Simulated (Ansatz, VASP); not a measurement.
Pd in VASP and in Ansatz

```
CELL_PARAMETERS angstrom
0.00000 1.78203 2.31665
1.78203 0.00000 2.31665
1.78203 1.78203 0.00000
ATOMIC_POSITIONS crystal
Pd 0.00000 0.00000 0.00000
```

Alike in both runs: task single point; functional PBEsol; k mesh 24 × 24 × 24; occupations gaussian, width 0.15 eV; no spin polarisation.

|  | VASP | Ansatz |
| --- | --- | --- |
| version | VASP 6.6.1 | Ansatz 0.2.0 |
| potentials or method | VASP PAW PBE potentials, release 64 (Pd), cutoff 520 eV | scalar-relativistic, plane waves, PAW |
| valence electrons in the cell | 10 | 18 |

```tsv
	VASP	Ansatz	Ansatz less VASP
gap on the k mesh at the Fermi level (eV)	none	none	-
pressure (GPa)	5.2	5.7	+0.45
traceless stress, the component that is largest in VASP (GPa)	-22.71	-22.99	-0.280
```

VASP's potentials were made for PBE, not for PBEsol. A gap of «none» marks a metal or a gap that the smearing closes. VASP's potentials hold 10 valence electrons a cell and Ansatz's 18, so a difference there can come from the potentials and not from the codes.
